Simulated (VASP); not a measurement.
# Sr4Ti4O11 (a cell with a defect) in VASP: notebook, part 2 of 2

VASP 6.6.1. Earlier steps stand in the parts before.

### Step 4. Single point, PBE

INCAR

```
PREC = Accurate ; ENCUT = 520
EDIFF = 1E-6 ; ISMEAR = 0
SIGMA = 0.02 ; LREAL = Auto
LASPH = T ; NELM = 80
ALGO = Normal ; ISIF = 2
LWAVE = F ; LCHARG = T
GGA = PE ; LELF = T
LVHAR = T ; NELECT = 152.0
NBANDS = 92
```

KPOINTS

```
Automatic mesh
0
Gamma
  3 3 3
```

POSCAR

```
Sr4Ti4O11
1.0
   -3.9364226094      3.9364226094      3.9364226094
    3.9364226094     -3.9364226094      3.9364226094
    3.9364226094      3.9364226094     -3.9364226094
Sr Ti O
4 4 11
Direct
   -0.0006841237     -0.0006841237     -0.0013682474
    0.5006841733      0.5006841733      0.0013682474
    0.5006840463     -0.0006841237      0.4999999226
   -0.0006841237      0.5006840463      0.4999999226
    0.5166313940      0.5166313940      0.4999999226
   -0.0166314714     -0.0166314714      0.4999999226
    0.0000000000      0.4999999226      0.0000000000
    0.4999999226      0.0000000000      0.0000000000
    0.2380841929      0.4816846889      0.2563994266
    0.7747148369      0.0183153607      0.2563995536
    0.7252853119      0.4816846889      0.7436005456
    0.2619158567      0.0183152337      0.7436005456
    0.7500000109      0.7500000109      0.4999999226
    0.2500000883      0.7500000109      0.0000000000
    0.7500000109      0.2500000883      0.0000000000
    0.4816846889      0.7252853119      0.7436005456
    0.0183152337      0.2619158567      0.7436005456
    0.0183153607      0.7747148369      0.2563995536
    0.4816846889      0.2380841929      0.2563994266
```

Potentials or basis: VASP PAW PBE potentials, release 64 (Sr_sv, Ti_sv, O).

Run with:

```sh
$ cat potpaw_PBE.64/Sr_sv/POTCAR potpaw_PBE.64/Ti_sv/POTCAR potpaw_PBE.64/O/POTCAR > POTCAR
$ mpirun -np 1 vasp_std > vasp.out
```

OUTCAR:

```text
PREC = Accurate
   ENCUT = 520
   EDIFF = 1E-6
   ISMEAR = 0
   LREAL = Auto
   LASPH = T
   NELM = 80
   ISIF = 2
   GGA = PE
   NELECT = 152.0

 ion  position               nearest neighbor table
   1  0.999  0.999  0.999-   9 2.69  19 2.69  18 2.69  10 2.69  13 2.78  14 2.78  15 2.78  12 2.88
                            17 2.88  11 2.88  16 2.88   6 3.33   5 3.33   7 3.41   8 3.41   8 3.41
   2  0.501  0.501  0.001-  11 2.69  16 2.69  12 2.69  17 2.69  13 2.78  14 2.78  15 2.78   9 2.88
                            19 2.88  10 2.88  18 2.88   6 3.33   5 3.33   8 3.41   7 3.41   8 3.41
[... 785 lines left out ...]
  Total      -17.3952548    -17.3952548    -16.2291041      0.0000000      0.0000000     -0.0000000
  in kB     -114.2289624   -114.2289624   -106.5712315      0.0000000      0.0000000     -0.0000000
  external PRESSURE =    -111.6763855 kB  Pullay stress =       0.0000000 kB

 VOLUME and BASIS-vectors are now :
 -----------------------------------------------------------------------------
  energy-cutoff  :      520.00
  volume of cell :      243.99
      direct lattice vectors                 reciprocal lattice vectors
    -3.936422609  3.936422609  3.936422609     0.000000000  0.127018882  0.127018882
     3.936422609 -3.936422609  3.936422609     0.127018882  0.000000000  0.127018882
     3.936422609  3.936422609 -3.936422609     0.127018882  0.127018882  0.000000000

 POSITION                                       TOTAL-FORCE (eV/Angst)
 -----------------------------------------------------------------------------------
      3.93104      3.93104      3.93642        -0.001608     -0.001608      0.000000
      0.00539      0.00539      3.93642         0.001608      0.001608      0.000000
      3.93104      0.00539      3.93642        -0.001608      0.001608      0.000000
      0.00539      3.93104      3.93642         0.001608     -0.001608      0.000000
      1.96821      1.96821      2.09915        -0.000000     -0.000000     -0.070060
      1.96821      1.96821      5.77370         0.000000      0.000000      0.070060
[... 11 lines left out ...]
      3.98680     -1.96821      2.11240        -0.005937      0.000000      0.001203
      0.05038      1.96821      1.82402        -0.005937      0.000000     -0.001203
 -----------------------------------------------------------------------------------
    total drift:                               -0.001925     -0.001925     -0.001909

  FREE ENERGIE OF THE ION-ELECTRON SYSTEM (eV)
  ---------------------------------------------------
  free  energy   TOTEN  =      -162.0224924736 eV

  energy  without entropy=     -162.0224924736  energy(sigma->0) =     -162.02249247
```

stdout:

```text
POSCAR found type information on POSCAR SrTiO
 POSCAR found :  3 types and      19 ions
 scaLAPACK will be used
 LDA part: xc-table for (Slater+PW92), standard interpolation
 POSCAR, INCAR and KPOINTS ok, starting setup
 FFT: planning ... GRIDC
 FFT: planning ... GRID_SOFT
 FFT: planning ... GRID
 WAVECAR not read
 entering main loop
 the old and the new charge density differ
 old charge density:   154.00000 new  152.00000
    0.502E+01
```

It took 4.6 min on 1 thread of Intel Xeon Platinum 8488C (Sapphire Rapids), shared host; peak memory 0.42 GiB.

What came out:

```
Free energy   : -162.0225 eV
Largest force : 0.070 eV/Å
```

Forces in eV/Å, atoms in the order of the input:
```
Sr  -0.002 -0.002  0.000
Sr   0.002  0.002  0.000
Sr  -0.002  0.002  0.000
Sr   0.002 -0.002  0.000
Ti   0.000  0.000 -0.070
Ti   0.000  0.000  0.070
Ti   0.000  0.000  0.000
Ti   0.000  0.000  0.000
O    0.000 -0.006 -0.001
O    0.000 -0.006  0.001
O    0.000  0.006 -0.001
O    0.000  0.006  0.001
O    0.000  0.000  0.000
O    0.000  0.000  0.000
O    0.000  0.000  0.000
O    0.006  0.000 -0.001
O    0.006  0.000  0.001
O   -0.006  0.000  0.001
O   -0.006  0.000 -0.001
```

Caveat: the cell carries a net charge on a neutralising background, which shifts energy and pressure; the cell is charged against a uniform background, so pressure and absolute levels hang on convention.

### Step 5. Single point, PBE

INCAR

```
SYSTEM = Sr4Ti4O11
PREC = Accurate
ENCUT = 520
EDIFF = 1E-6
ISMEAR = 0
SIGMA = 0.02
LREAL = Auto
LASPH = .True.
NELM = 100
ALGO = Normal
ISIF = 2
LWAVE = .False.
LCHARG = .False.
GGA = PE
NELECT = 152.0
NBANDS = 92
```

KPOINTS

```
regular mesh
0
Gamma
  3 3 3
  0 0 0
```

POSCAR

```
Sr4Ti4O11
1.0
   -3.9364226094      3.9364226094      3.9364226094
    3.9364226094     -3.9364226094      3.9364226094
    3.9364226094      3.9364226094     -3.9364226094
Sr Ti O
4 4 11
Direct
   -0.0006841237     -0.0013682474     -0.0006841237
    0.5006840463      0.4999999226     -0.0006841237
    0.5006841733      0.0013682474      0.5006841733
   -0.0006841237      0.4999999226      0.5006840463
    0.5166313940      0.4999999226      0.5166313940
    0.0000000000      0.0000000000      0.4999999226
   -0.0166314714      0.4999999226     -0.0166314714
    0.4999999226      0.0000000000      0.0000000000
    0.2380841929      0.2563994266      0.4816846889
    0.7500000109      0.0000000000      0.2500000883
    0.7500000109      0.4999999226      0.7500000109
    0.2500000883      0.0000000000      0.7500000109
    0.7252853119      0.7436005456      0.4816846889
    0.2619158567      0.7436005456      0.0183152337
    0.7747148369      0.2563995536      0.0183153607
    0.4816846889      0.7436005456      0.7252853119
    0.0183153607      0.2563995536      0.7747148369
    0.0183152337      0.7436005456      0.2619158567
    0.4816846889      0.2563994266      0.2380841929
```

Run with:

```sh
$ cat potpaw_PBE.64/Sr_sv/POTCAR potpaw_PBE.64/Ti_sv/POTCAR potpaw_PBE.64/O/POTCAR > POTCAR
$ mpirun -np 1 vasp_std > vasp.out
```

Run time: 4.5 min. Hardware: 1 thread of Intel Xeon Platinum 8488C (Sapphire Rapids), shared host; peak memory 0.43 GiB.

It converged, with:

- Free energy: -162.0225 eV
- Largest force: 0.070 eV/Å

Forces on the atoms (eV/Å):
```
Sr  -0.002  0.000 -0.002
Sr  -0.002  0.000  0.002
Sr   0.002  0.000  0.002
Sr   0.002  0.000 -0.002
Ti   0.000 -0.070  0.000
Ti   0.000  0.000  0.000
Ti   0.000  0.070  0.000
Ti   0.000  0.000  0.000
O    0.000 -0.001 -0.006
O    0.000  0.000  0.000
O    0.000  0.000  0.000
O    0.000  0.000  0.000
O    0.000 -0.001  0.006
O    0.000  0.001  0.006
O    0.000  0.001 -0.006
O    0.006 -0.001  0.000
O   -0.006  0.001  0.000
O    0.006  0.001  0.000
O   -0.006 -0.001  0.000
```

Levels at points of the mesh, in eV from the Fermi level:
| k point | band 74 | band 75 | band 76 | band 77 | band 78 | band 79 |
| --- | --- | --- | --- | --- | --- | --- |
| (0.00, 0.00, 0.00) | -0.55 | -0.55 | -0.29 | 1.53 | 1.74 | 1.74 |

Caveat: the cell carries a net charge on a neutralising background, which shifts energy and pressure; the cell is charged against a uniform background, so pressure and absolute levels hang on convention.
